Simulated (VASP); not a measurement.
# AlN (NiAs type) (P6_3/mmc) in VASP: notebook, part 2 of 3

VASP 6.6.1.

## Step 3: Single point, PBE

This run uses another cell than the first one, of 7.50 Å³/atom.

Input file INCAR:

```
SYSTEM = AlN
  ALGO = Normal
  EDIFF = 1E-7
  ENCUT = 520
  GGA = PE
  ISIF = 2
  ISMEAR = -1
  LASPH = .TRUE.
  LCHARG = .FALSE.
  LREAL = .FALSE.
  LWAVE = .FALSE.
  NBANDS = 16
  NELM = 80
  PREC = Accurate
  SIGMA = 0.05
```

Input file KPOINTS:

```
k-points
0
G
  13 13 7
  0 0 0
```

Input file POSCAR:

```
AlN
1.0
    3.0408824389      0.0000000000      0.0000000000
   -1.5204412195      2.6334814420      0.0000000000
    0.0000000000      0.0000000000      3.7480793886
Al N
2 2
Direct
    0.3333333333      0.6666666667     -0.0620000534
    0.6666666667      0.3333333333      0.4379999466
    0.3333333333      0.6666666667      0.4380000534
    0.6666666667      0.3333333333      0.9380000534
```

Potentials or basis: VASP PAW PBE potentials, release 64 (Al, N).

On the command line:

```sh
> cat potpaw_PBE.64/Al/POTCAR potpaw_PBE.64/N/POTCAR > POTCAR
> mpirun -np 1 vasp_std > vasp.out
```

OUTCAR:

```text
SYSTEM = AlN
   EDIFF = 1E-7
   ENCUT = 520
   GGA = PE
   ISIF = 2
   ISMEAR = -1
   LASPH = .TRUE.
   LREAL = .FALSE.
   NELM = 80
   PREC = Accurate

 ion  position               nearest neighbor table
   1  0.333  0.667  0.938-   4 1.76   4 1.76   4 1.76   3 1.87   3 1.87   2 2.57   2 2.57   2 2.57
                             2 2.57   2 2.57   2 2.57
   2  0.667  0.333  0.438-   3 1.76   3 1.76   3 1.76   4 1.87   4 1.87   1 2.57   1 2.57   1 2.57
                             1 2.57   1 2.57   1 2.57
   3  0.333  0.667  0.438-   2 1.76   2 1.76   2 1.76   1 1.87   1 1.87
   4  0.667  0.333  0.938-   1 1.76   1 1.76   1 1.76   2 1.87   2 1.87

  LATTYP: Found a hexagonal cell.
 ALAT       =     3.0408824389
 C/A-ratio  =     1.2325630681

  Lattice vectors:

 A1 = (   3.0408824389,   0.0000000000,   0.0000000000)
 A2 = (  -1.5204412195,   2.6334814420,   0.0000000000)
 A3 = (   0.0000000000,   0.0000000000,   3.7480793886)

Analysis of symmetry for initial positions (statically):
=====================================================================
 Subroutine PRICEL returns:
 Original cell was already a primitive cell.

 Routine SETGRP: Setting up the symmetry group for a
 hexagonal supercell.

 Subroutine GETGRP returns: Found 24 space group operations
 (whereof  6 operations were pure point group operations)
 out of a pool of 24 trial point group operations.

The static configuration has the point symmetry C_3v.
 The point group associated with its full space group is D_6h.

Analysis of symmetry for dynamics (positions and initial velocities):
=====================================================================
 Subroutine PRICEL returns:
 Original cell was already a primitive cell.

 Routine SETGRP: Setting up the symmetry group for a
 hexagonal supercell.

 Subroutine GETGRP returns: Found 24 space group operations
 (whereof  6 operations were pure point group operations)
 out of a pool of 24 trial point group operations.

The dynamic configuration has the point symmetry C_3v.
 The point group associated with its full space group is D_6h.

 Subroutine INISYM returns: Found 24 space group operations
 (whereof  6 operations are pure point group operations),
 and found     1 'primitive' translations

----------------------------------------------------------------------------------------

                                     Primitive cell

  volume of cell :      30.0150

  direct lattice vectors                    reciprocal lattice vectors
     3.040882439  0.000000000  0.000000000     0.328851911  0.189862739  0.000000000
    -1.520441220  2.633481442  0.000000000     0.000000000  0.379725478  0.000000000
     0.000000000  0.000000000  3.748079389     0.000000000  0.000000000  0.266803313

  length of vectors
     3.040882439  3.040882439  3.748079389     0.379725478  0.379725478  0.266803313

  position of ions in fractional coordinates (direct lattice)
     0.333333333  0.666666667  0.937999947
     0.666666667  0.333333333  0.437999947
     0.333333333  0.666666667  0.438000053
     0.666666667  0.333333333  0.938000053

  ion indices of the primitive-cell ions
   primitive index   ion index
                 1           1
                 2           2
                 3           3
                 4           4

----------------------------------------------------------------------------------------

 KPOINTS: k-points
[... 29 lines left out ...]
  0.307692  0.000000  0.000000      6.000000
  0.384615 -0.000000  0.000000      6.000000
[... 16 lines left out ...]
  0.076923 -0.000000  0.142857     12.000000
  0.153846  0.000000  0.142857     12.000000
 [... further k-points ...]
   k-points           NKPTS =     84   k-points in BZ     NKDIM =     84   number of bands    NBANDS=     16
   number of dos      NEDOS =    301   number of ions     NIONS =      4
   total plane-waves  NPLWV =  16128
   dimension x,y,z NGX =    24 NGY =   24 NGZ =   28
   dimension x,y,z NGXF=    48 NGYF=   48 NGZF=   56
   ions per type =               2   2
   NGX,Y,Z   is equivalent  to a cutoff of  13.12, 13.12, 12.42 a.u.
   NGXF,Y,Z  is equivalent  to a cutoff of  26.24, 26.24, 24.84 a.u.
 SYSTEM =  AlN
   PREC   = accura    normal or accurate (medium, high low for compatibility)
   ISTART =      0    job   : 0-new  1-cont  2-samecut
   ICHARG =      2    charge: 1-file 2-atom 10-const
   ISPIN  =      1    spin polarized calculation?
   LNONCOLLINEAR =      F non collinear calculations
   LSORBIT =      F    spin-orbit coupling
   LASPH  =      T    aspherical Exc in radial PAW
   ENCUT  =  520.0 eV  38.22 Ry    6.18 a.u.   5.65  5.65  6.97*2*pi/ulx,y,z
   NELM   =     80;   NELMIN=  2; NELMDL= -5     # of ELM steps
   EDIFF  = 0.1E-06   stopping-criterion for ELM
   LREAL  =      F    real-space projection
   EDIFFG = 0.1E-05   stopping-criterion for IOM
   NSW    =      0    number of steps for IOM
   IBRION =     -1    ionic relax: 0-MD 1-quasi-New 2-CG
   NFREE  =      0    steps in history (QN), initial steepest desc. (CG)
   ISIF   =      2    stress and relaxation
   ISYM   =      2    0-nonsym 1-usesym 2-fastsym
   POTIM  = 0.5000    time-step for ionic-motion
   TEBEG  =    0.0;   TEEND  =   0.0 temperature during run
   PSTRESS=    0.0 pullay stress
   NELECT =      16.0000    total number of electrons
   NUPDOWN=      -1.0000    fix difference up-down
   EMIN   =  10.00;   EMAX   =-10.00  energy-range for DOS
   EFERMI =   0.00;   METHOD = LEGACY
   ISMEAR =    -1;   SIGMA  =   0.05  broadening in eV -4-tet -1-fermi 0-gaus
   EFERMI_NEDOS =   21; number of points for ismear=-14 and -15
   IALGO  =     38    algorithm
   IMIX   =      4    mixing-type and parameters
     AMIX     =   0.40;   BMIX     =  1.00
     AMIX_MAG =   1.60;   BMIX_MAG =  1.00
  volume/ion in A,a.u.               =       7.50        50.64
  Fermi-wavevector in a.u.,A,eV,Ry     =   1.327400  2.508423 23.973353  1.761992
  Thomas-Fermi vector in A             =   2.456715
   LORBIT       =      0    0 simple, 1 ext, 2 COOP (PROOUT), +10 PAW based schemes
   GGA     = PE    functional components
   LHFCALC =     F    Hartree Fock is set to
   AEXX    =    0.0000 exact exchange contribution
   IVDW    =     0    specifies the selected vdW correction
   LEPSILON=     F    determine dielectric tensor
   LRPA    =     F    only Hartree local field effects (RPA)
 non-spin polarized calculation
  energy-cutoff  :      520.00
  volume of cell :       30.02
 maximum number of plane-waves:       824
 NGX is ok and might be reduce to    24
   NGX = 11   NGY = 11   NGZ = 13

 number of electron      16.0000002 magnetization

 Free energy of the ion-electron system (eV)
  ---------------------------------------------------
  ext. energy  EPLUGINS =         0.00000000
  ---------------------------------------------------
  free energy    TOTEN  =       -26.89091593 eV

  energy without entropy =      -26.89091593  energy(sigma->0) =      -26.89091593

 E-fermi :  12.3279     XC(G=0): -12.4672

 val. band max:       11.4424845354   @ k =   0.0000   0.0000   0.0000
 cond. band min:      16.1258167952   @ k =   0.4615  -0.0000   0.0000
 fundamental gap:      4.6833322598
 Fermi energy:        12.3279016714

 k-point     1 :       0.0000    0.0000    0.0000
  band No.  band energies     occupation
      1      -7.7270      2.00000
      2      -2.4109      2.00000
      3       2.8623      2.00000
      4       7.2485      2.00000
      5       7.2485      2.00000
      6       9.3086      2.00000
[... 433 lines left out ...]
      3       3.5763      2.00000
      4       6.5226      2.00000
      5       6.9193      2.00000
      6       8.2666      2.00000
[... 8 lines left out ...]
     15      24.7050      0.00000
     16      25.6977      0.00000

 [... further k-points ...]

------------------------ aborting loop because EDIFF is reached ----------------------------------------

  FORCE on cell =-STRESS in cart. coord.  units (eV):
  Direction    XX          YY          ZZ          XY          YZ          ZX
  --------------------------------------------------------------------------------------
  -------------------------------------------------------------------------------------
  Total       18.7944325     18.7944325     18.7980752     -0.0000000     -0.0000000     -0.0000000
  in kB     1003.2314207   1003.2314207   1003.4258649     -0.0000000     -0.0000000     -0.0000000
  external PRESSURE =    1003.2962355 kB  Pullay stress =       0.0000000 kB

 VOLUME and BASIS-vectors are now :
 -----------------------------------------------------------------------------
  energy-cutoff  :      520.00
  volume of cell :       30.02
      direct lattice vectors                 reciprocal lattice vectors
     3.040882439  0.000000000  0.000000000     0.328851911  0.189862739  0.000000000
    -1.520441220  2.633481442  0.000000000     0.000000000  0.379725478  0.000000000
     0.000000000  0.000000000  3.748079389     0.000000000  0.000000000  0.266803313

 POSITION                                       TOTAL-FORCE (eV/Angst)
 -----------------------------------------------------------------------------------
     -0.00000      1.75565      3.51570         0.000000     -0.000000     -0.000000
      1.52044      0.87783      1.64166        -0.000000      0.000000     -0.000000
     -0.00000      1.75565      1.64166         0.000000      0.000000     -0.000000
      1.52044      0.87783      3.51570         0.000000      0.000000      0.000000
 -----------------------------------------------------------------------------------
    total drift:                               -0.000000      0.000000     -0.000528

  FREE ENERGIE OF THE ION-ELECTRON SYSTEM (eV)
  ---------------------------------------------------
  free  energy   TOTEN  =       -26.8909159305 eV

  energy  without entropy=      -26.8909159305  energy(sigma->0) =      -26.89091593
```

OSZICAR:

```text
N       E                     dE             d eps       ncg     rms          rms(c)
DAV:   1     0.456757980416E+02    0.45676E+02   -0.78204E+03  2696   0.932E+02
DAV:   2    -0.299273647180E+02   -0.75603E+02   -0.70769E+02  3864   0.212E+02
DAV:   3    -0.326744643513E+02   -0.27471E+01   -0.27422E+01  3168   0.402E+01
DAV:   4    -0.326872579551E+02   -0.12794E-01   -0.12793E-01  3504   0.306E+00
DAV:   5    -0.326874004013E+02   -0.14245E-03   -0.14245E-03  3192   0.328E-01    0.141E+01
DAV:   6    -0.270434778017E+02    0.56439E+01   -0.91840E+00  3464   0.244E+01    0.512E+00
DAV:   7    -0.269160263188E+02    0.12745E+00   -0.13477E+00  3504   0.822E+00    0.342E+00
DAV:   8    -0.268992836685E+02    0.16743E-01   -0.96781E-02  3112   0.253E+00    0.643E-01
DAV:   9    -0.268905628644E+02    0.87208E-02   -0.21360E-02  3424   0.118E+00    0.239E-01
DAV:  10    -0.268910132623E+02   -0.45040E-03   -0.25148E-03  3280   0.342E-01    0.174E-01
DAV:  11    -0.268909156204E+02    0.97642E-04   -0.26866E-04  3328   0.136E-01    0.274E-02
DAV:  12    -0.268909161250E+02   -0.50463E-06   -0.13582E-05  3448   0.288E-02    0.590E-03
DAV:  13    -0.268909159532E+02    0.17183E-06   -0.17573E-06  3376   0.103E-02    0.629E-03
DAV:  14    -0.268909159305E+02    0.22679E-07   -0.23610E-07  3152   0.429E-03
   1 F= -.26890916E+02 E0= -.26890916E+02  d E =-.413072E-10
```

stdout:

```text
POSCAR found type information on POSCAR AlN
 POSCAR found :  2 types and       4 ions
 scaLAPACK will be used
 LDA part: xc-table for (Slater+PW92), standard interpolation
 POSCAR, INCAR and KPOINTS ok, starting setup
 FFT: planning ... GRIDC
 FFT: planning ... GRID_SOFT
 FFT: planning ... GRID
 WAVECAR not read
 entering main loop
```

Wall time 20 s (1 thread of AMD EPYC 9R45 (Zen 5), shared host); peak memory 0.13 GiB.

What came out:

```yaml
Free_energy: -26.8909 eV
Pressure: 100.3 GPa
Band_gap_on_the_k_mesh: 4.68 eV (least direct gap 5.27 eV)
```

Caveat: the cell stands under pressure. A k mesh can miss the band edges.

(Part 2 of 3 ends here.)
